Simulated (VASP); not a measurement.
# W3O in VASP: notebook

Runs on W3O. Level: PBE. Tasks: relaxation of the atoms.

All numbers are computed with VASP 6.6.1; they aren't measurements. Logs are shortened: lines on timing, memory, paths and dates and some standing lists are left out, and cuts for length are marked.

**1. The cell of the first run**

The cell holds a slab with vacuum, 4 atoms: a = 2.757 Å, b = 2.757 Å, c = 19.856 Å, α = 90.00°, β = 90.00°, γ = 109.47°.

**2. Relaxation of the atoms, PBE**

INCAR

```
SYSTEM = W3O
PREC     = Accurate       ! precision mode
ENCUT    = 520            ! plane-wave cutoff, eV
EDIFF    = 1E-6           ! SCF threshold, eV
ISMEAR   = 0              ! smearing method
SIGMA    = 0.1            ! smearing width, eV
LREAL    = .False.        ! projectors in reciprocal space
LASPH    = .True.         ! aspherical terms in the spheres
NELM     = 80             ! most SCF steps
ALGO     = Fast           ! electronic algorithm
ISIF     = 2              ! what is computed and relaxed
LWAVE    = .False.        ! write WAVECAR
LCHARG   = .False.        ! write CHGCAR
LDIPOL   = .True.       
IDIPOL   = 3            
DIPOL    = 0.5 0.5 0.359
GGA      = PE             ! functional
IBRION   = 2              ! ionic algorithm
NSW      = 36             ! ionic steps
EDIFFG   = -0.025         ! ionic threshold
```

KPOINTS

```
regular mesh
0
Gamma
  10 10 1
  0 0 0
```

POSCAR

```
W3O
1.0
    2.7571643597      0.0000000000      0.0000000000
   -0.9190547866      2.5994794874      0.0000000000
    0.0000000000      0.0000000000     19.8562161029
W O
3 1
Selective dynamics
Direct
    0.5000000000      0.5000000000      0.2014482507  F F F
    0.0000000000      0.0000000000      0.3111437107  F F F
    0.5000000000      0.5000000000      0.4208362792  F F F
    0.6666666667      0.8333333333      0.5024228207  F F T
```

Potentials or basis: VASP PAW PBE potentials, release 64 (W_sv, O).

Run with:

```bash
$ cat potpaw_PBE.64/W_sv/POTCAR potpaw_PBE.64/O/POTCAR > POTCAR
$ mpirun -np 1 vasp_std > vasp.out
```

OUTCAR:

```text
SYSTEM = W3O
   PREC = Accurate
   ENCUT = 520
   EDIFF = 1E-6
   ISMEAR = 0
   LREAL = .False.
   LASPH = .True.
   NELM = 80
   ISIF = 2
   GGA = PE
   IBRION = 2
   NSW = 36
   EDIFFG = -0.025

 ion  position               nearest neighbor table
   1  0.500  0.500  0.201-   2 2.70   2 2.70   2 3.13   2 3.13
   2  0.000  0.000  0.311-   3 2.70   3 2.70   1 2.70   1 2.70   3 3.13   3 3.13   1 3.13   1 3.13

   3  0.500  0.500  0.421-   4 1.84   4 2.60   2 2.70   2 2.70   2 3.13   2 3.13
   4  0.667  0.833  0.502-   3 1.84   3 2.60

  LATTYP: Found a base centered orthorhombic cell.
 ALAT       =     3.1836991705
 B/A-ratio  =     1.4142135624
 C/A-ratio  =     6.2368380427

  Lattice vectors:

 A1 = (   2.7571643597,   0.0000000000,   0.0000000000)
 A2 = (  -0.9190547866,   2.5994794874,   0.0000000000)
 A3 = (   0.0000000000,   0.0000000000,  19.8562161029)

Analysis of symmetry for initial positions (statically):
=====================================================================
 Subroutine PRICEL returns:
 Original cell was already a primitive cell.

 Routine SETGRP: Setting up the symmetry group for a
 base centered orthorhombic supercell.

 Subroutine GETGRP returns: Found  1 space group operations
 (whereof  1 operations were pure point group operations)
 out of a pool of  8 trial point group operations.

The static configuration has the point symmetry C_1 .

Analysis of symmetry for dynamics (positions and initial velocities):
=====================================================================
 Subroutine PRICEL returns:
 Original cell was already a primitive cell.

 Routine SETGRP: Setting up the symmetry group for a
 base centered orthorhombic supercell.

 Subroutine GETGRP returns: Found  1 space group operations
 (whereof  1 operations were pure point group operations)
 out of a pool of  8 trial point group operations.

The dynamic configuration has the point symmetry C_1 .

Analysis of constrained symmetry for selective dynamics:
=====================================================================
 Subroutine PRICEL returns:
 Original cell was already a primitive cell.

 Routine SETGRP: Setting up the symmetry group for a
 base centered orthorhombic supercell.

 Subroutine GETGRP returns: Found  1 space group operations
 (whereof  1 operations were pure point group operations)
 out of a pool of  8 trial point group operations.

The constrained configuration has the point symmetry C_1 .

 Subroutine INISYM returns: Found  1 space group operations
 (whereof  1 operations are pure point group operations),
 and found     1 'primitive' translations

----------------------------------------------------------------------------------------

                                     Primitive cell

  volume of cell :     142.3133

  direct lattice vectors                    reciprocal lattice vectors
     2.757164360  0.000000000  0.000000000     0.362691472  0.128230800  0.000000000
    -0.919054787  2.599479487  0.000000000     0.000000000  0.384692399  0.000000000
     0.000000000  0.000000000 19.856216103     0.000000000  0.000000000  0.050362063

  length of vectors
     2.757164360  2.757164360 19.856216103     0.384692399  0.384692399  0.050362063

  position of ions in fractional coordinates (direct lattice)
     0.500000000  0.500000000  0.201448251
     0.000000000  0.000000000  0.311143711
     0.500000000  0.500000000  0.420836279
     0.666666667  0.833333333  0.502422821

  ion indices of the primitive-cell ions
   primitive index   ion index
                 1           1
                 2           2
                 3           3
                 4           4

----------------------------------------------------------------------------------------

 KPOINTS: regular mesh

Automatic generation of k-mesh.
 Grid dimensions read from file:
 generate k-points for:   10   10    1

 Generating k-lattice:

  Cartesian coordinates                     Fractional coordinates (reciprocal lattice)
     0.036269147  0.012823080  0.000000000     0.100000000 -0.000000000  0.000000000
     0.000000000  0.038469240  0.000000000     0.000000000  0.100000000  0.000000000
     0.000000000  0.000000000  0.050362063     0.000000000  0.000000000  1.000000000

  Length of vectors
     0.038469240  0.038469240  0.050362063

  Shift w.r.t. Gamma in fractional coordinates (k-lattice)
     0.000000000  0.000000000  0.000000000

 Subroutine IBZKPT returns following result:
 ===========================================

 Found     52 irreducible k-points:

 Following reciprocal coordinates:
            Coordinates               Weight
  0.000000  0.000000  0.000000      1.000000
  0.100000  0.000000  0.000000      2.000000
  0.000000  0.100000  0.000000      2.000000
  0.200000  0.000000  0.000000      2.000000
  0.000000  0.200000  0.000000      2.000000
  0.300000 -0.000000  0.000000      2.000000
[... 16 lines left out ...]
 -0.300000  0.100000  0.000000      2.000000
  0.100000 -0.300000  0.000000      2.000000
 [... further k-points ...]
   k-points           NKPTS =     52   k-points in BZ     NKDIM =     52   number of bands    NBANDS=     28
   number of dos      NEDOS =    301   number of ions     NIONS =      4
   total plane-waves  NPLWV =  86400
   dimension x,y,z NGX =    24 NGY =   24 NGZ =  150
   dimension x,y,z NGXF=    48 NGYF=   48 NGZF=  300
   ions per type =               3   1
   NGX,Y,Z   is equivalent  to a cutoff of  14.47, 14.47, 12.56 a.u.
   NGXF,Y,Z  is equivalent  to a cutoff of  28.94, 28.94, 25.12 a.u.
 SYSTEM =  W3O
   PREC   = accura    normal or accurate (medium, high low for compatibility)
   ISTART =      0    job   : 0-new  1-cont  2-samecut
   ICHARG =      2    charge: 1-file 2-atom 10-const
   ISPIN  =      1    spin polarized calculation?
   LNONCOLLINEAR =      F non collinear calculations
   LSORBIT =      F    spin-orbit coupling
   LASPH  =      T    aspherical Exc in radial PAW
   ENCUT  =  520.0 eV  38.22 Ry    6.18 a.u.   5.13  5.13 36.92*2*pi/ulx,y,z
   NELM   =     80;   NELMIN=  2; NELMDL= -5     # of ELM steps
   EDIFF  = 0.1E-05   stopping-criterion for ELM
   LREAL  =      F    real-space projection
   EDIFFG = -.3E-01   stopping-criterion for IOM
   NSW    =     36    number of steps for IOM
   IBRION =      2    ionic relax: 0-MD 1-quasi-New 2-CG
   NFREE  =      1    steps in history (QN), initial steepest desc. (CG)
   ISIF   =      2    stress and relaxation
   ISYM   =      2    0-nonsym 1-usesym 2-fastsym
   POTIM  = 0.5000    time-step for ionic-motion
   TEBEG  =    0.0;   TEEND  =   0.0 temperature during run
   PSTRESS=    0.0 pullay stress
   NELECT =      48.0000    total number of electrons
   NUPDOWN=      -1.0000    fix difference up-down
   EMIN   =  10.00;   EMAX   =-10.00  energy-range for DOS
   EFERMI =   0.00;   METHOD = LEGACY
   ISMEAR =     0;   SIGMA  =   0.10  broadening in eV -4-tet -1-fermi 0-gaus
   EFERMI_NEDOS =   21; number of points for ismear=-14 and -15
   IALGO  =     68    algorithm
   IMIX   =      4    mixing-type and parameters
     AMIX     =   0.40;   BMIX     =  1.00
     AMIX_MAG =   1.60;   BMIX_MAG =  1.00
  volume/ion in A,a.u.               =      35.58       240.09
  Fermi-wavevector in a.u.,A,eV,Ry     =   1.139568  2.153470 17.668718  1.298614
  Thomas-Fermi vector in A             =   2.276271
   LORBIT       =      0    0 simple, 1 ext, 2 COOP (PROOUT), +10 PAW based schemes
   GGA     = PE    functional components
   LHFCALC =     F    Hartree Fock is set to
   AEXX    =    0.0000 exact exchange contribution
   IVDW    =     0    specifies the selected vdW correction
   LEPSILON=     F    determine dielectric tensor
   LRPA    =     F    only Hartree local field effects (RPA)
 conjugate gradient relaxation of ions
 non-spin polarized calculation
 RMM-DIIS sequential band-by-band and
 Gauss-broadening in eV      SIGMA  =   0.10
  energy-cutoff  :      520.00
  volume of cell :      142.31
 maximum number of plane-waves:      3862
 NGX is ok and might be reduce to    24
   NGX = 11   NGY = 11   NGZ = 73

 dipolmoment           0.000000      0.000000     -0.114725 electrons x Angstroem

--------------------------------------- Ionic step        1  -------------------------------------------

 number of electron      48.0000001 magnetization

 Free energy of the ion-electron system (eV)
  ---------------------------------------------------
  ext. energy  EPLUGINS =         0.00000000
  ---------------------------------------------------
  free energy    TOTEN  =       -43.08201765 eV

  energy without entropy =      -43.06620680  energy(sigma->0) =      -43.07411223

------------------------ aborting loop because EDIFF is reached ----------------------------------------

  FORCE on cell =-STRESS in cart. coord.  units (eV):
  Direction    XX          YY          ZZ          XY          YZ          ZX
  --------------------------------------------------------------------------------------
  -------------------------------------------------------------------------------------
  Total        0.6882202      0.0583110     -1.2309527     -0.9780777      1.0943721     -0.3688883
  in kB        7.7480505      0.6564706    -13.8581866    -11.0112954     12.3205490     -4.1529804
  external PRESSURE =      -1.8178885 kB  Pullay stress =       0.0000000 kB
[... 61 lines left out ...]
  energy  without entropy=      -43.1294858391  energy(sigma->0) =      -43.13768291

--------------------------------------- Ionic step        3  -------------------------------------------

 number of electron      48.0000001 magnetization

 dipolmoment           0.000000      0.000000      0.092452 electrons x Angstroem

 Free energy of the ion-electron system (eV)
  ---------------------------------------------------
  ext. energy  EPLUGINS =         0.00000000
  ---------------------------------------------------
  free energy    TOTEN  =       -43.16285797 eV

  energy without entropy =      -43.14668654  energy(sigma->0) =      -43.15477226

 E-fermi :   0.3014     XC(G=0):  -6.0390

 val. band max:        0.2881119600   @ k =  -0.2000   0.1000   0.0000
 cond. band min:       0.3021861635   @ k =   0.4000   0.5000   0.0000
 fundamental gap:      0.0140742034
 Fermi energy:         0.3014499551

 k-point     1 :       0.0000    0.0000    0.0000
  band No.  band energies     occupation
      1     -74.4798      2.00000
      2     -73.8449      2.00000
      3     -73.7217      2.00000
      4     -39.1201      2.00000
      5     -38.4554      2.00000
      6     -38.3588      2.00000
[... 733 lines left out ...]
     27       1.5746      0.00000
     28       2.1887      0.00000

 [... further k-points ...]

------------------------ aborting loop because EDIFF is reached ----------------------------------------

 vacuum level on the upper side and lower side of the slab       (xc-potential included)         1.125        -1.207

  FORCE on cell =-STRESS in cart. coord.  units (eV):
  Direction    XX          YY          ZZ          XY          YZ          ZX
  --------------------------------------------------------------------------------------
  -------------------------------------------------------------------------------------
  Total        0.8368953      1.1625759      2.4013875     -0.9381163      2.4702556     -0.0835288
  in kB        9.4218491     13.0883935     27.0350566    -10.5614057     27.8103806     -0.9403751
  external PRESSURE =      16.5150997 kB  Pullay stress =       0.0000000 kB

 VOLUME and BASIS-vectors are now :
 -----------------------------------------------------------------------------
  energy-cutoff  :      520.00
  volume of cell :      142.31
      direct lattice vectors                 reciprocal lattice vectors
     2.757164360  0.000000000  0.000000000     0.362691472  0.128230800  0.000000000
    -0.919054787  2.599479487  0.000000000     0.000000000  0.384692399  0.000000000
     0.000000000  0.000000000 19.856216103     0.000000000  0.000000000  0.050362063
[... 10 lines left out ...]
  FREE ENERGIE OF THE ION-ELECTRON SYSTEM (eV)
  ---------------------------------------------------
  free  energy   TOTEN  =       -43.1628579723 eV

  energy  without entropy=      -43.1466865442  energy(sigma->0) =      -43.15477226

 reached required accuracy - stopping structural energy minimisation

 vacuum level on the upper side and lower side of the slab         7.581         5.239
```

Wall time 15 min (1 thread of Oxide Virtual Turin-like, shared host); peak memory 0.36 GiB.

Results:

* Free energy: -43.1629 eV
* Energy gained by relaxing: 20.2 meV/atom
* Ionic steps: 3
* Band gap on the k mesh: zero (bands 24 and 25 overlap by 1.71 eV)

The path:
```tsv
step	energy change (eV)	largest force on free atoms (eV/Å)	pressure (GPa)
1	0.0000	2.1325	-0.18
2	-0.0639	1.1257	2.58
3	-0.0808	0.0019	1.65
```

Final structure:
```cif
data_structure
_symmetry_space_group_name_H-M 'P 1'
_symmetry_Int_Tables_number 1
_cell_length_a 2.7572
_cell_length_b 2.7572
_cell_length_c 19.8562
_cell_angle_alpha 90.000
_cell_angle_beta 90.000
_cell_angle_gamma 109.471
_cell_volume 142.31
loop_
_atom_site_label
_atom_site_type_symbol
_atom_site_fract_x
_atom_site_fract_y
_atom_site_fract_z
_atom_site_occupancy
W1 W 0.50000 0.50000 0.20145 1
W2 W 0.00000 0.00000 0.31114 1
W3 W 0.50000 0.50000 0.42084 1
O1 O 0.66667 0.83333 0.49880 1
```

Levels at points of the mesh, in eV from the Fermi level:
```tsv
k point	band 20	band 21	band 22	band 23	band 24	band 25	band 26	band 27	band 28
(0.00, 0.00, 0.00)	-2.73	-1.73	-1.29	-1.17	-0.62	-0.23	0.39	1.46	1.79
(0.50, 0.00, 0.00)	-2.95	-2.20	-1.81	-0.46	0.57	1.53	1.88	2.16	2.42
(0.00, 0.50, 0.00)	-2.98	-2.68	-1.90	-0.98	0.80	1.60	2.15	2.25	2.63
(0.50, 0.50, 0.00)	-3.06	-2.36	-2.03	0.11	1.11	1.32	2.11	3.08	3.97
```

Caveat: spin-orbit coupling is left out, which moves the levels of the heavy elements.

(Part 1 of 2 ends here.)
